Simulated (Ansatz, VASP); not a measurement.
Bi: VASP beside Ansatz

```xyz
3
Lattice="5.7281 0.0000 0.0000 -2.8640 4.9606 0.0000 0.0000 0.0000 3.3830" Properties=species:S:1:pos:R:3 pbc="T T T"
Bi   -2.8640    4.9606    0.0000
Bi    0.0000    3.3071    1.6915
Bi    2.8640    1.6535    1.6915
```

Alike in both runs: task single point; functional LDA; k mesh 8 × 8 × 11; occupations fermi-dirac, width 0.1 eV; no spin polarisation.

|  | VASP | Ansatz |
| --- | --- | --- |
| version | VASP 6.6.1 | Ansatz 0.2.0 |
| potentials or method | VASP PAW LDA potentials, release 64 (Bi_d), cutoff 520 eV | plane waves (420 eV) with PAW, scalar-relativistic |
| valence electrons in the cell | 45 | 45 |

```csv
,VASP,Ansatz,Ansatz less VASP
pressure (GPa),-4.0,-4.1,-0.05
"traceless stress, the component that is largest in VASP (GPa)",0.33,0.33,+0.002
```

Ansatz warns that its potentials were made for another functional, while VASP's fit it. LDA's correlation is that of Perdew and Zunger in VASP and of Perdew and Wang (1992) in Ansatz.

Spin-orbit coupling is off throughout.
